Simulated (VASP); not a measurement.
Input of a VASP 6.6.1 run:

Contents of INCAR:

```
SYSTEM = CuO
PREC = Accurate
ENCUT = 520
EDIFF = 1E-6
ISMEAR = 0
SIGMA = 0.1
LREAL = .FALSE.
LASPH = .TRUE.
NELM = 60
ALGO = Normal
ISIF = 2
LWAVE = .FALSE.
LCHARG = .FALSE.
LDIPOL = .TRUE.
IDIPOL = 3
DIPOL = 0.5 0.5 0.500
GGA = PS
NBANDS = 44
```

The input KPOINTS:

```
Automatic mesh
0
G
  10 10 1
  0 0 0
```

Contents of POSCAR:

```
CuO
1.0
    2.8941129565      0.0000000000      0.0000000000
    0.0116739775      2.8940894117      0.0000000000
    0.0000000000      0.0000000000     25.9110424796
O Cu
4 4
Direct
    0.5000182981      0.5000980321      0.3280454658
    0.5002143624      0.5001346284      0.4263051996
    0.5002393413      0.5003257065      0.5245207399
    0.5003598312      0.5003323965      0.6227778410
    0.5001163303      0.0001163303      0.3771753327
    0.0002326605      0.5002326605      0.4754350665
    0.5002992442      0.0003277008      0.5736821866
    0.0003581891      0.5003652867      0.6682856557
```

Potentials or basis: VASP PAW PBE potentials, release 64 (O, Cu).

Run with:

```bash
$ cat potpaw_PBE.64/O/POTCAR potpaw_PBE.64/Cu/POTCAR > POTCAR
$ mpirun -np 1 vasp_std > vasp.out
```

Estimate the band gap on the k mesh.

zero (band 34 reaches -1.79 eV, above the bottom of band 35 at -2.23 eV).

Predict the largest force.

2.182 eV/Å.

Forces on the atoms (eV/Å):
```
O    0.000  0.000  2.182
O    0.000  0.000 -0.230
O    0.000  0.000 -0.004
O    0.000  0.000 -0.003
Cu   0.000  0.000 -1.965
Cu   0.000  0.000 -0.053
Cu   0.000  0.000 -0.005
Cu   0.000  0.000  0.078
```

Caveat: the PAW data sets were made with another functional, which shifts forces and pressure a little; semilocal functionals often make such compounds metallic where correlation or magnetic order opens a gap, which also shifts bond lengths. With open d or f shells a metallic result of PBEsol can be an artefact of self-interaction; +U or a hybrid may open a gap.
